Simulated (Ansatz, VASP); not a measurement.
Mg2CdSe3 in VASP and in Ansatz

```xyz
12
Lattice="4.0828 0.0000 0.0000 -2.0414 3.5358 0.0000 0.0000 0.0000 19.7786" Properties=species:S:1:pos:R:3 pbc="T T T"
Mg    2.0414    1.1786    3.2853
Mg    2.0414    1.1786   16.4710
Mg    0.0000    2.3572    6.5817
Mg    0.0000    2.3572   13.1746
Cd    2.0414    1.1786    9.8782
Cd    0.0000    2.3572   19.7674
Se    2.0414    1.1786    5.7799
Se    2.0414    1.1786   12.3727
Se    2.0414    1.1786   18.9656
Se    0.0000    2.3572    2.4834
Se    0.0000    2.3572    9.0763
Se    0.0000    2.3572   15.6691
```

Alike in both runs: task single point; functional PBE; k mesh 6 × 6 × 1; occupations gaussian, width 0.1 eV; no spin polarisation.

|  | VASP | Ansatz |
| --- | --- | --- |
| version | VASP 6.6.1 | Ansatz 0.2.0 |
| potentials or method | VASP PAW PBE potentials, release 64 (Mg, Cd, Se), cutoff 520 eV | scalar-relativistic, plane waves, PAW |
| valence electrons in the cell | 68 | 176 |

Ansatz gave:

* gap on the k mesh at the Fermi level (eV): 2.05
* least direct gap on the mesh (eV): 2.05
* pressure (GPa): 10.4
* traceless stress, the component that is largest in VASP (GPa): 0.05
* rms of the force components (eV/Å): 0.282

**Question.** What did VASP give for the same quantities?

**Answer.** gap on the k mesh at the Fermi level (eV): 2.06; least direct gap on the mesh (eV): 2.06; pressure (GPa): 10.6; traceless stress, the component that is largest in VASP (GPa): 0.06; rms of the force components (eV/Å): 0.302.

Atom by atom the forces differ by 0.019 eV/Å (rms over components). VASP's potentials hold 68 valence electrons a cell and Ansatz's 176, so a difference there can come from the potentials and not from the codes.
